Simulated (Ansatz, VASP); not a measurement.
**Two plane-wave programs on CsH**

```
Cs H
1.0
     3.25176    3.25176    0.00000
    -3.25176    3.25176    0.00000
     0.00000    0.00000    6.35504
Cs H
2 2
Direct
  0.00000 0.00000 0.00000
  0.50000 0.50000 0.50000
  0.50000 0.50000 0.00000
  0.00000 0.00000 0.50000
```

Alike in both runs: task single point; functional r2SCAN; k mesh 6 × 6 × 4; occupations gaussian, width 0.02 eV; no spin polarisation.

```csv
,VASP,Ansatz
version,VASP 6.6.1,Ansatz 0.2.0
potentials or method,"VASP PAW PBE potentials, release 64 (Cs_sv, H), cutoff 520 eV","scalar-relativistic, plane waves, PAW"
valence electrons in the cell,20,20
```

VASP gave:

```
gap on the k mesh at the Fermi level (eV)                     : 2.70
least direct gap on the mesh (eV)                             : 2.70
pressure (GPa)                                                : -0.3
traceless stress, the component that is largest in VASP (GPa) : 0.32
```

Q: What did Ansatz give for the same quantities?

A: gap on the k mesh at the Fermi level (eV): 2.72; least direct gap on the mesh (eV): 2.72; pressure (GPa): -0.3; traceless stress, the component that is largest in VASP (GPa): 0.31.

VASP's potentials were made for PBE, not for r2SCAN. The functional is the same, so the differences come from potentials, cutoffs and numerics.

Spin-orbit coupling is off throughout.
